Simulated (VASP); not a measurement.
A run of VASP 6.6.1:

INCAR

```
SYSTEM = BN
PREC = Accurate
ENCUT = 520
EDIFF = 1E-8
ISMEAR = -1
SIGMA = 0.02
LREAL = .FALSE.
LASPH = .TRUE.
NELM = 100
ALGO = Normal
ISIF = 2
LWAVE = .FALSE.
LCHARG = .FALSE.
GGA = PE
LEFG = .TRUE.
NBANDS = 16
```

The input KPOINTS:

```
Automatic mesh
0
G
  11 11 4
  0 0 0
```

File POSCAR:

```
BN
1.0
    2.4871858845      0.0000000000      0.0000000000
   -1.2435929423      2.1539661599      0.0000000000
    0.0000000000      0.0000000000      6.6164926127
B N
2 2
Direct
    0.3333333333      0.6666666667      0.2500000000
    0.6666666667      0.3333333333      0.7500000000
    0.3333333333      0.6666666667      0.7500000000
    0.6666666667      0.3333333333      0.2500000000
```

Potentials or basis: VASP PAW PBE potentials, release 64 (B, N).

Run with:

```bash
$ cat potpaw_PBE.64/B/POTCAR potpaw_PBE.64/N/POTCAR > POTCAR
$ mpirun -np 1 vasp_std > vasp.out
```

Hardware: 1 thread of Intel(R) Xeon(R) Platinum 8259CL CPU @ 2.50GHz (Skylake/Cascade Lake) (shared host).

**Question.** Estimate the wall time of this run.

**Answer.** Wall time 32 s on 1 thread of Intel(R) Xeon(R) Platinum 8259CL CPU @ 2.50GHz (Skylake/Cascade Lake), with other jobs on the host, peak memory 0.15 GiB. Counts: scf iterations 15, k points 48.
